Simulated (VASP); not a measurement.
A run of VASP 6.6.1 is set up as follows.

INCAR

```
SYSTEM = CdTe
ALGO = Normal ; EDIFF = 1E-6
ENCUT = 520 ; GGA = PE
ISIF = 2 ; ISMEAR = -1
LASPH = .True. ; LCHARG = .False.
LREAL = .False. ; LWAVE = .False.
NBANDS = 16 ; NELM = 80
PREC = Accurate ; SIGMA = 0.05
```

Contents of KPOINTS:

```
k-points
0
Gamma
  11 11 11
  0 0 0
```

File POSCAR:

```
CdTe
1.0
    0.0000000000      2.9994189574      2.9994189574
    2.9994189574      0.0000000000      2.9994189574
    2.9994189574      2.9994189574      0.0000000000
Cd Te
1 1
Direct
    0.0000000000      0.0000000000      0.0000000000
    0.5000000000      0.5000000000      0.5000000000
```

Potentials or basis: VASP PAW PBE potentials, release 64 (Cd, Te).

The run is started by

```sh
$ cat potpaw_PBE.64/Cd/POTCAR potpaw_PBE.64/Te/POTCAR > POTCAR
$ mpirun -np 1 vasp_std > vasp.out
```

Q: What does it give for the pressure?

A: 3.6 GPa.

Q: Estimate the band gap on the k mesh.

A: Zero (band 9 reaches 4.58 eV, above the bottom of band 10 at 3.28 eV).

Caveat: spin-orbit coupling is left out, which moves the levels of the heavy elements.
